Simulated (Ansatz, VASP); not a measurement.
## Two plane-wave programs on Si4W

```
CELL_PARAMETERS angstrom
2.37202 -2.34243 0.00000
2.37202 2.34243 0.00000
0.00000 0.00000 6.86814
ATOMIC_POSITIONS crystal
Si 0.00000 0.00000 0.31649
Si 0.00000 0.00000 0.68351
Si 0.25536 0.74464 0.00000
Si 0.74464 0.25536 0.00000
W 0.50000 0.50000 0.50000
```

Alike in both runs: functional PBE; k mesh 4 × 4 × 3; occupations gaussian, width 0.2 eV; no spin polarisation.

Ansatz relaxed the structure, and its values are those at the end. VASP's run is a single point on that final structure, the one shown.

|  | VASP | Ansatz |
| --- | --- | --- |
| version | VASP 6.6.1 | Ansatz 0.2.0 |
| potentials or method | VASP PAW PBE potentials, release 64 (Si, W_sv), cutoff 500 eV | scalar-relativistic, plane waves, PAW |
| valence electrons in the cell | 30 | 30 |

Ansatz gave:

* gap on the k mesh at the Fermi level (eV): none
* pressure (GPa): 0.1
* rms of the force components (eV/Å): 0.014

Which values does VASP return?

gap on the k mesh at the Fermi level (eV): none; pressure (GPa): 0.1; rms of the force components (eV/Å): 0.011.

A gap of «none» marks a metal or a gap that the smearing closes.

The k mesh is coarse, so the values compare programs but aren't converged. Spin-orbit coupling is off throughout.
